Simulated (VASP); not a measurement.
Write the native input for VASP 6.6.1 that does the following.

```yaml
Task: single point
Functional: PBEsol
Potentials_or_basis: VASP PAW PBE potentials, release 64 (C)
Cutoff: 520 eV
k_mesh: 12 × 12 × 12
Occupations: gaussian, width 0.05 eV
Spin: no spin polarisation
Dipole_correction: no
Further_INCAR_settings: ALGO = Normal; EDIFF = 1e-06; NBANDS = 11
```

The structure of C lies in POSCAR:

```
C
1.0
    0.0000000000      1.8547360000      1.7834000000
    1.8547360000      0.0000000000      1.7834000000
    1.8547360000      1.8547360000      0.0000000000
C
2
Direct
    0.5000000000      0.5000000000      0.5000000000
    0.7500000000      0.7500000000      0.7500000000
```

This cell differs from its parent crystal: strain +0.040 along x and y, +0.000 along z.

These files were run (other wordings do the same):

INCAR

```
SYSTEM = C
PREC = Accurate ; ENCUT = 520
EDIFF = 1E-6 ; ISMEAR = 0
SIGMA = 0.05 ; LREAL = .FALSE.
LASPH = .TRUE. ; NELM = 80
ALGO = Normal ; ISIF = 2
LWAVE = .FALSE. ; LCHARG = .FALSE.
GGA = PS ; NBANDS = 11
```

KPOINTS

```
Automatic mesh
0
G
  12 12 12
  0 0 0
```

Potentials or basis: VASP PAW PBE potentials, release 64 (C).

The run is started by

```console
$ cat potpaw_PBE.64/C/POTCAR > POTCAR
$ mpirun -np 1 vasp_std > vasp.out
```

Results of the run:

```json
{
 "Pressure": "-33.3 GPa",
 "Band gap on the k mesh": "2.93 eV (least direct gap 4.67 eV)"
}
```

Caveat: the cell differs from its parent crystal (strain +0.040 along x and y, +0.000 along z); the cell stands under tension; the PAW data sets were made with another functional, which shifts forces and pressure a little.

Run time: 14 s on 1 thread of Intel(R) Xeon(R) Platinum 8259CL CPU @ 2.50GHz (Skylake/Cascade Lake), with other jobs on the host, peak memory 0.12 GiB.
